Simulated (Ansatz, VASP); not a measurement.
# Mo3W in VASP and in Ansatz

```
CELL_PARAMETERS angstrom
3.15709 0.00000 0.00000
0.00000 3.15709 0.00000
0.00000 0.00000 6.37597
ATOMIC_POSITIONS crystal
Mo 0.50000 0.50000 0.25034
Mo 0.00000 0.00000 0.50000
Mo 0.50000 0.50000 0.74966
W 0.00000 0.00000 0.00000
```

Alike in both runs: task relaxation of cell and atoms; functional PBE; k mesh 14 × 14 × 8; occupations gaussian, width 0.1 eV; no spin polarisation.

|  | VASP | Ansatz |
| --- | --- | --- |
| version | VASP 6.6.1 | Ansatz 0.2.0 |
| potentials or method | VASP PAW PBE potentials, release 64 (Mo_sv, W_sv), cutoff 500 eV | scalar-relativistic, plane waves, PAW |
| valence electrons in the cell | 56 | 56 |

|  | VASP | Ansatz | Ansatz less VASP |
| --- | --- | --- | --- |
| gap on the k mesh at the Fermi level, each at its own relaxed structure (eV) | none | none | - |
| relaxed volume (Å³/atom) | 15.91 | 15.88 | -0.029 |
| relaxed cell length with the largest relative difference (Å) | 6.340 | 6.337 | -0.0040 |

A gap of «none» marks a metal or a gap that the smearing closes.

Spin-orbit coupling is off throughout.
